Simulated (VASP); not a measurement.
# Te2Pt (P-3m1) in VASP: notebook

Te2Pt is run at these levels: PBE; tasks: single point.

All numbers are computed with VASP 6.6.1; they aren't measurements. Logs are shortened: lines on timing, memory, paths and dates and some standing lists are left out, and cuts for length are marked.

## (1) The cell of the first run

The structure is trigonal, space group P-3m1 (No. 164). Conventional cell: a = 4.199 Å, b = 4.199 Å, c = 5.534 Å, α = 90.00°, β = 90.00°, γ = 120.00°. Te (site symmetry 3m) has 3 Pt at 2.80 Å and 6 Te at 3.66 to 3.70 Å within 3.8 Å. Within 3.7 Å of Pt (site symmetry -3m) lie 6 Te at 2.80 Å.

## (2) Single point, PBE, collinear spin (28.17 Å³/atom)

INCAR reads:

```
PREC     = Accurate       # precision mode
ENCUT    = 500            # plane-wave cutoff, eV
EDIFF    = 1E-6           # SCF threshold, eV
ISMEAR   = 0              # smearing method
SIGMA    = 0.15           # smearing width, eV
LREAL    = False          # projectors in reciprocal space
LASPH    = True           # aspherical terms in the spheres
NELM     = 200            # most SCF steps
ALGO     = Normal         # electronic algorithm
ISIF     = 2              # what is computed and relaxed
LWAVE    = False          # write WAVECAR
LCHARG   = True           # write CHGCAR
ISPIN    = 2              # spin polarisation
MAGMOM   = 0 0 0.375      # initial moments
LORBIT   = 11             # projections on sites
NUPDOWN  = 0.375          # fixed moment
LMAXMIX  = 4              # l up to which the mixer works
GGA      = PE             # functional
LELF     = True           # ELF
LVHAR    = True         
NBANDS   = 22             # bands
GGA_COMPAT= False
```

KPOINTS reads:

```
Automatic mesh
0
Gamma
  12 12 8
```

POSCAR reads:

```
Te2Pt
1.0
    4.1991571964      0.0000000000      0.0000000000
   -2.0995785982      3.6365768066      0.0000000000
    0.0000000000      0.0000000000      5.5341790286
Te Pt
2 1
Direct
    0.3333333333      0.6666666667      0.2528728645
    0.6666666667      0.3333333333      0.7471271355
    0.0000000000      0.0000000000      0.0000000000
```

Potentials or basis: VASP PAW PBE potentials, release 64 (Te, Pt).

On the command line:

```
> cat potpaw_PBE.64/Te/POTCAR potpaw_PBE.64/Pt/POTCAR > POTCAR
> mpirun -np 1 vasp_std > vasp.out
```

OUTCAR:

```text
PREC = Accurate
   ENCUT = 500
   EDIFF = 1E-6
   ISMEAR = 0
   LREAL = False
   LASPH = True
   NELM = 200
   ISIF = 2
   ISPIN = 2
   LORBIT = 11
   NUPDOWN = 0.375
   GGA = PE

 ion  position               nearest neighbor table
   1  0.333  0.667  0.253-   3 2.80   3 2.80   3 2.80   2 3.66   2 3.66   2 3.66
   2  0.667  0.333  0.747-   3 2.80   3 2.80   3 2.80   1 3.66   1 3.66   1 3.66
   3  0.000  0.000  0.000-   1 2.80   2 2.80   2 2.80   1 2.80   2 2.80   1 2.80

  LATTYP: Found a hexagonal cell.
 ALAT       =     4.1991571964
 C/A-ratio  =     1.3179261385

  Lattice vectors:

 A1 = (   4.1991571964,   0.0000000000,   0.0000000000)
 A2 = (  -2.0995785982,   3.6365768066,   0.0000000000)
 A3 = (   0.0000000000,   0.0000000000,   5.5341790286)

Analysis of symmetry for initial positions (statically):
=====================================================================
 Subroutine PRICEL returns:
 Original cell was already a primitive cell.

 Routine SETGRP: Setting up the symmetry group for a
 hexagonal supercell.

 Subroutine GETGRP returns: Found 12 space group operations
 (whereof 12 operations were pure point group operations)
 out of a pool of 24 trial point group operations.

The static configuration has the point symmetry D_3d.

Analysis of symmetry for dynamics (positions and initial velocities):
=====================================================================
 Subroutine PRICEL returns:
 Original cell was already a primitive cell.

 Routine SETGRP: Setting up the symmetry group for a
 hexagonal supercell.

 Subroutine GETGRP returns: Found 12 space group operations
 (whereof 12 operations were pure point group operations)
 out of a pool of 24 trial point group operations.

The dynamic configuration has the point symmetry D_3d.

Analysis of structural, dynamic, and magnetic symmetry:
=====================================================================
 Subroutine PRICEL returns:
 Original cell was already a primitive cell.

 Routine SETGRP: Setting up the symmetry group for a
 hexagonal supercell.

 Subroutine GETGRP returns: Found 12 space group operations
 (whereof 12 operations were pure point group operations)
 out of a pool of 24 trial point group operations.

The overall configuration has the point symmetry D_3d.

 Subroutine INISYM returns: Found 12 space group operations
 (whereof 12 operations are pure point group operations),
 and found     1 'primitive' translations

----------------------------------------------------------------------------------------

                                     Primitive cell

  volume of cell :      84.5100

  direct lattice vectors                    reciprocal lattice vectors
     4.199157196  0.000000000  0.000000000     0.238143026  0.137491940  0.000000000
    -2.099578598  3.636576807  0.000000000     0.000000000  0.274983880  0.000000000
     0.000000000  0.000000000  5.534179029     0.000000000  0.000000000  0.180695275

  length of vectors
     4.199157196  4.199157196  5.534179029     0.274983880  0.274983880  0.180695275

  position of ions in fractional coordinates (direct lattice)
     0.333333333  0.666666667  0.252872864
     0.666666667  0.333333333  0.747127136
     0.000000000  0.000000000  0.000000000

  ion indices of the primitive-cell ions
   primitive index   ion index
                 1           1
                 2           2
                 3           3

----------------------------------------------------------------------------------------

 KPOINTS: Automatic mesh

Automatic generation of k-mesh.
 Grid dimensions read from file:
 generate k-points for:   12   12    8

 Generating k-lattice:

  Cartesian coordinates                     Fractional coordinates (reciprocal lattice)
     0.019845252  0.011457662  0.000000000     0.083333333  0.000000000  0.000000000
     0.000000000  0.022915323  0.000000000     0.000000000  0.083333333  0.000000000
     0.000000000  0.000000000  0.022586909     0.000000000  0.000000000  0.125000000

  Length of vectors
     0.022915323  0.022915323  0.022586909

  Shift w.r.t. Gamma in fractional coordinates (k-lattice)
     0.000000000  0.000000000  0.000000000

 Subroutine IBZKPT returns following result:
 ===========================================

 Found    131 irreducible k-points:

 Following reciprocal coordinates:
            Coordinates               Weight
  0.000000  0.000000  0.000000      1.000000
  0.083333  0.000000  0.000000      6.000000
  0.166667  0.000000  0.000000      6.000000
  0.250000  0.000000  0.000000      6.000000
  0.333333  0.000000  0.000000      6.000000
  0.416667  0.000000  0.000000      6.000000
[... 16 lines left out ...]
  0.166667  0.000000  0.125000      6.000000
  0.000000  0.166667  0.125000      6.000000
 [... further k-points ...]
   k-points           NKPTS =    131   k-points in BZ     NKDIM =    131   number of bands    NBANDS=     22
   number of dos      NEDOS =    301   number of ions     NIONS =      3
   total plane-waves  NPLWV =  40960
   dimension x,y,z NGX =    32 NGY =   32 NGZ =   40
   dimension x,y,z NGXF=    64 NGYF=   64 NGZF=   80
   ions per type =               2   1
   NGX,Y,Z   is equivalent  to a cutoff of  12.67, 12.67, 12.02 a.u.
   NGXF,Y,Z  is equivalent  to a cutoff of  25.34, 25.34, 24.03 a.u.
 SYSTEM =  unknown system
   PREC   = accura    normal or accurate (medium, high low for compatibility)
   ISTART =      0    job   : 0-new  1-cont  2-samecut
   ICHARG =      2    charge: 1-file 2-atom 10-const
   ISPIN  =      2    spin polarized calculation?
   LNONCOLLINEAR =      F non collinear calculations
   LSORBIT =      F    spin-orbit coupling
   LASPH  =      T    aspherical Exc in radial PAW
   ENCUT  =  500.0 eV  36.75 Ry    6.06 a.u.   7.66  7.66 10.09*2*pi/ulx,y,z
   NELM   =    200;   NELMIN=  2; NELMDL= -5     # of ELM steps
   EDIFF  = 0.1E-05   stopping-criterion for ELM
   LREAL  =      F    real-space projection
   EDIFFG = 0.1E-04   stopping-criterion for IOM
   NSW    =      0    number of steps for IOM
   IBRION =     -1    ionic relax: 0-MD 1-quasi-New 2-CG
   NFREE  =      0    steps in history (QN), initial steepest desc. (CG)
   ISIF   =      2    stress and relaxation
   ISYM   =      2    0-nonsym 1-usesym 2-fastsym
   POTIM  = 0.5000    time-step for ionic-motion
   TEBEG  =    0.0;   TEEND  =   0.0 temperature during run
   PSTRESS=    0.0 pullay stress
   NELECT =      22.0000    total number of electrons
   NUPDOWN=       0.3750    fix difference up-down
   EMIN   =  10.00;   EMAX   =-10.00  energy-range for DOS
   EFERMI =   0.00;   METHOD = LEGACY
   ISMEAR =     0;   SIGMA  =   0.15  broadening in eV -4-tet -1-fermi 0-gaus
   EFERMI_NEDOS =   21; number of points for ismear=-14 and -15
   IALGO  =     38    algorithm
   IMIX   =      4    mixing-type and parameters
     AMIX     =   0.40;   BMIX     =  1.00
     AMIX_MAG =   1.60;   BMIX_MAG =  1.00
  volume/ion in A,a.u.               =      28.17       190.10
  Fermi-wavevector in a.u.,A,eV,Ry     =   1.045313  1.975355 14.866804  1.092679
  Thomas-Fermi vector in A             =   2.180103
   LORBIT       =     11    0 simple, 1 ext, 2 COOP (PROOUT), +10 PAW based schemes
   GGA     = PE    functional components
   LHFCALC =     F    Hartree Fock is set to
   AEXX    =    0.0000 exact exchange contribution
   IVDW    =     0    specifies the selected vdW correction
   LEPSILON=     F    determine dielectric tensor
   LRPA    =     F    only Hartree local field effects (RPA)
 spin polarized calculation
 Gauss-broadening in eV      SIGMA  =   0.15
  energy-cutoff  :      500.00
  volume of cell :       84.51
 maximum number of plane-waves:      2187
 NGX is ok and might be reduce to    32
   NGX = 15   NGY = 15   NGZ = 21

 number of electron      22.0000002 magnetization       0.3750000

 Free energy of the ion-electron system (eV)
  ---------------------------------------------------
  ext. energy  EPLUGINS =         0.00000000
  ---------------------------------------------------
  free energy    TOTEN  =       -13.39300594 eV

  energy without entropy =      -13.37917524  energy(sigma->0) =      -13.38609059

 E-fermi :   6.3418     XC(G=0):  -9.8417

 val. band max:        6.8732239589   @ k =   0.0000   0.3333   0.1250
 cond. band min:       6.3739206334   @ k =   0.0000   0.0833   0.3750
 fundamental gap:     -0.4993033255
 Fermi energy:         6.8775782462

 spin component 1

 k-point     1 :       0.0000    0.0000    0.0000
  band No.  band energies     occupation
      1      -6.3089      1.00000
      2      -3.8024      1.00000
      3       0.9257      1.00000
      4       1.7828      1.00000
      5       1.7828      1.00000
      6       3.5370      1.00000
[... 14 lines left out ...]
     21      16.2221      0.00000
     22      16.2221      0.00000

 k-point     2 :       0.0833    0.0000    0.0000
  band No.  band energies     occupation
      1      -6.2471      1.00000
      2      -3.8256      1.00000
      3       1.0004      1.00000
      4       1.8168      1.00000
      5       1.8236      1.00000
      6       3.4783      1.00000
[... 14 lines left out ...]
     21      16.1689      0.00000
     22      16.6852      0.00000
[... 523 lines left out ...]
     21      16.8946      0.00000
     22      16.9661      0.00000

 k-point    24 :       0.0000    0.1667    0.1250
  band No.  band energies     occupation
      1      -6.0151      1.00000
      2      -4.0028      1.00000
      3       1.2314      1.00000
      4       1.8883      1.00000
      5       2.0888      1.00000
      6       3.1392      1.00000
[... 14 lines left out ...]
     21      16.1699      0.00000
     22      16.9801      0.00000

 [... further k-points ...]

 spin component 2

 k-point     1 :       0.0000    0.0000    0.0000
  band No.  band energies     occupation
      1      -6.2306      1.00000
      2      -3.7205      1.00000
      3       1.0101      1.00000
      4       1.8637      1.00000
      5       1.8637      1.00000
      6       3.5932      1.00000
[... 14 lines left out ...]
     21      16.3093      0.00000
     22      16.3093      0.00000

 k-point     2 :       0.0833    0.0000    0.0000
  band No.  band energies     occupation
      1      -6.1686      1.00000
      2      -3.7436      1.00000
      3       1.0846      1.00000
      4       1.8983      1.00000
      5       1.9031      1.00000
      6       3.5365      1.00000
[... 14 lines left out ...]
     21      16.2452      0.00000
     22      16.7601      0.00000
[... 523 lines left out ...]
     21      16.9486      0.00000
     22      17.0282      0.00000

 k-point    24 :       0.0000    0.1667    0.1250
  band No.  band energies     occupation
      1      -5.9363      1.00000
      2      -3.9200      1.00000
      3       1.3143      1.00000
      4       1.9721      1.00000
      5       2.1640      1.00000
      6       3.2054      1.00000
[... 14 lines left out ...]
     21      16.2561      0.00000
     22      17.0675      0.00000

 [... further k-points ...]
[... 5 lines left out ...]
  --------------------------------------------------------------------------------------
  -------------------------------------------------------------------------------------
  Total       -3.5547594     -3.5547594     -2.5393788     -0.0000000      0.0000000     -0.0000000
  in kB      -67.3926751    -67.3926751    -48.1426483     -0.0000000      0.0000000     -0.0000000
  external PRESSURE =     -60.9759995 kB  Pullay stress =       0.0000000 kB

 VOLUME and BASIS-vectors are now :
 -----------------------------------------------------------------------------
  energy-cutoff  :      500.00
  volume of cell :       84.51
      direct lattice vectors                 reciprocal lattice vectors
     4.199157196  0.000000000  0.000000000     0.238143026  0.137491940  0.000000000
    -2.099578598  3.636576807  0.000000000     0.000000000  0.274983880  0.000000000
     0.000000000  0.000000000  5.534179029     0.000000000  0.000000000  0.180695275

 POSITION                                       TOTAL-FORCE (eV/Angst)
 -----------------------------------------------------------------------------------
     -0.00000      2.42438      1.39944         0.000000     -0.000000     -0.604175
      2.09958      1.21219      4.13474        -0.000000      0.000000      0.604175
      0.00000      0.00000      0.00000        -0.000000      0.000000      0.000000
 -----------------------------------------------------------------------------------
    total drift:                                0.000000     -0.000000      0.000000

  FREE ENERGIE OF THE ION-ELECTRON SYSTEM (eV)
  ---------------------------------------------------
  free  energy   TOTEN  =       -13.3930059440 eV

  energy  without entropy=      -13.3791752360  energy(sigma->0) =      -13.38609059

 total charge

# of ion       s       p       d       tot
------------------------------------------
    1        1.401   1.810   0.049   3.260
    2        1.401   1.810   0.049   3.260
    3        0.620   0.506   8.027   9.153
--------------------------------------------------
tot          3.421   4.126   8.125  15.673

 magnetization (x)

# of ion       s       p       d       tot
------------------------------------------
    1        0.008   0.063   0.002   0.073
    2        0.008   0.063   0.002   0.073
    3        0.001   0.008   0.102   0.111
--------------------------------------------------
tot          0.016   0.134   0.106   0.256
```

Run time: 5.9 min. Hardware: 1 thread of Intel Xeon Platinum 8488C (Sapphire Rapids), shared host; peak memory 0.48 GiB.

Results:

```
Free energy                                           : -13.3930 eV
Pressure                                              : -6.1 GPa
Largest force                                         : 0.604 eV/Å
Net moment                                            : 0.38 μB per cell
Site moments                                          : Te +0.07; Pt +0.11 μB
Valence electrons inside the program's atomic spheres : Te 3.26; Pt 9.15
```

Forces on the atoms (eV/Å):
```
Te   0.000  0.000 -0.604
Te   0.000  0.000  0.604
Pt   0.000  0.000  0.000
```

Caveat: the cell stands under tension; spin-orbit coupling is left out, which moves the levels of the heavy elements; the total moment is fixed, so each spin has its own Fermi level and the state may be an excited one.

## (3) Single point, PBE, collinear spin (32.50 Å³/atom)

This run uses another cell than the first one, of 32.50 Å³/atom.

INCAR reads:

```
PREC = Accurate
ENCUT = 500
EDIFF = 1E-6
ISMEAR = 0
SIGMA = 0.15
LREAL = False
LASPH = True
NELM = 200
ALGO = Normal
ISIF = 2
LWAVE = False
LCHARG = False
ISPIN = 2
MAGMOM = 0 0 0.25
LORBIT = 11
NUPDOWN = 0.25
LMAXMIX = 4
GGA = PE
NBANDS = 22
GGA_COMPAT = False
```

KPOINTS is that of step 2.

POSCAR reads:

```
Te2Pt
1.0
    4.4043192034      0.0000000000      0.0000000000
   -2.2021596017      3.8142523165      0.0000000000
    0.0000000000      0.0000000000      5.8045674002
Te Pt
2 1
Direct
    0.3333333333      0.6666666667      0.2528728645
    0.6666666667      0.3333333333      0.7471271355
    0.0000000000      0.0000000000      0.0000000000
```

Potentials or basis: VASP PAW PBE potentials, release 64 (Te, Pt).

On the command line:

```
> cat potpaw_PBE.64/Te/POTCAR potpaw_PBE.64/Pt/POTCAR > POTCAR
> mpirun -np 1 vasp_std > vasp.out
```

Run time: 4.2 min. Hardware: 1 thread of Intel Xeon Platinum 8488C (Sapphire Rapids), shared host; peak memory 0.52 GiB.

The run converged. Its results:

```yaml
Free_energy: -12.6557 eV
Pressure: -11.7 GPa
Largest_force: 1.364 eV/Å
Net_moment: 0.25 μB per cell
Site_moments: Te +0.05; Pt +0.07 μB
Valence_electrons_inside_the_program's_atomic_spheres: Te 3.20; Pt 8.91
```

Forces on the atoms (eV/Å):
```
Te   0.000  0.000 -1.364
Te   0.000  0.000  1.364
Pt   0.000  0.000  0.000
```

Stress tensor (GPa, compression positive):
```
-12.87   0.00   0.00
  0.00 -12.87   0.00
  0.00   0.00  -9.30
```

Caveat: the cell stands under tension; spin-orbit coupling is left out, which moves the levels of the heavy elements; this functional lacks dispersion, which binds layers or chains, so the pressure and a relaxed spacing across them are unreliable; the total moment is fixed, so each spin has its own Fermi level and the state may be an excited one; forces of over 1 eV/Å act on the atoms, so gaps and moduli don't describe the material at rest.

(Part 1 of 2 ends here.)
